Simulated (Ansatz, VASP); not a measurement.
W in VASP and in Ansatz

INCAR

```
ALGO = Fast
EDIFF = 1E-6
ENCUT = 520
GGA = PS
ISIF = 2
ISMEAR = -1
LASPH = T
LCHARG = F
LREAL = F
LWAVE = F
NBANDS = 66
NELM = 60
PREC = Accurate
SIGMA = 0.05
```

The input KPOINTS:

```
k-points
0
Gamma
  5 5 5
```

The input POSCAR:

```
W
1.0
    5.0830000000      0.0000000000      0.0000000000
    0.0000000000      5.0830000000      0.0000000000
    0.0000000000      0.0000000000      5.0830000000
W
8
Direct
    0.5000000000      0.2500000000      0.0000000000
    0.5000000000      0.7500000000      0.0000000000
    0.7500000000      0.0000000000      0.5000000000
    0.2500000000      0.0000000000      0.5000000000
    0.0000000000      0.5000000000      0.7500000000
    0.0000000000      0.5000000000      0.2500000000
    0.5000000000      0.5000000000      0.5000000000
    0.0000000000      0.0000000000      0.0000000000
```

The input input.yaml:

```yaml
crystal:
  lattice:
    - [5.083, 0.0, 0.0]
    - [0.0, 5.083, 0.0]
    - [0.0, 0.0, 5.083]
  atoms:
    - { symbol: W, position: [0.5, 0.25, 0.0] }
    - { symbol: W, position: [0.5, 0.75, 0.0] }
    - { symbol: W, position: [0.75, 0.0, 0.5] }
    - { symbol: W, position: [0.25, 0.0, 0.5] }
    - { symbol: W, position: [0.0, 0.5, 0.75] }
    - { symbol: W, position: [0.0, 0.5, 0.25] }
    - { symbol: W, position: [0.5, 0.5, 0.5] }
    - { symbol: W, position: [0.0, 0.0, 0.0] }
hamiltonian:
  xc: pbesol
  pseudopotentials: { kind: paw }
kpoints:
  mp_grid: { grid: [5, 5, 5] }
  band_path:
    path:
      - [[0.0, 0.0, 0.0], [0.0, 0.5, 0.0], [0.5, 0.5, 0.0], [0.0, 0.0, 0.0], [0.5, 0.5, 0.5], [0.0, 0.5, 0.0]]
      - [[0.5, 0.5, 0.0], [0.5, 0.5, 0.5]]
    npoints: 10
scf:
  occupations: { method: fermi_dirac, width: 0.05 }
  n_extra_bands: 20
output:
  forces: true
  stress: true
  eigenvalues: true
  fatbands: true
  write_density: true
  write_potential: true
  elf: true
  volumetric_format: npy
```

Alike in both runs: functional PBEsol; k mesh 5 × 5 × 5; occupations fermi-dirac, width 0.05 eV; no spin polarisation.

|  | VASP | Ansatz |
| --- | --- | --- |
| version | VASP 6.6.1 | Ansatz 0.2.0 |
| potentials or method | VASP PAW PBE potentials, release 64 (W_sv) | Ansatz PAW |
| plane-wave cutoff (eV) | 520 | 420 |
| valence electrons in the cell | 112 | 112 |
| task | single point | band structure |

```csv
,VASP,Ansatz,Ansatz less VASP
gap on the k mesh at the Fermi level (eV),none,none,-
pressure (GPa),-8.6,-9.2,-0.58
```

VASP's potentials were made for PBE, not for PBEsol. A gap of «none» marks a metal or a gap that the smearing closes. With one functional, cell and mesh, what is left measures potentials, basis and numerics.

Spin-orbit coupling is off throughout.
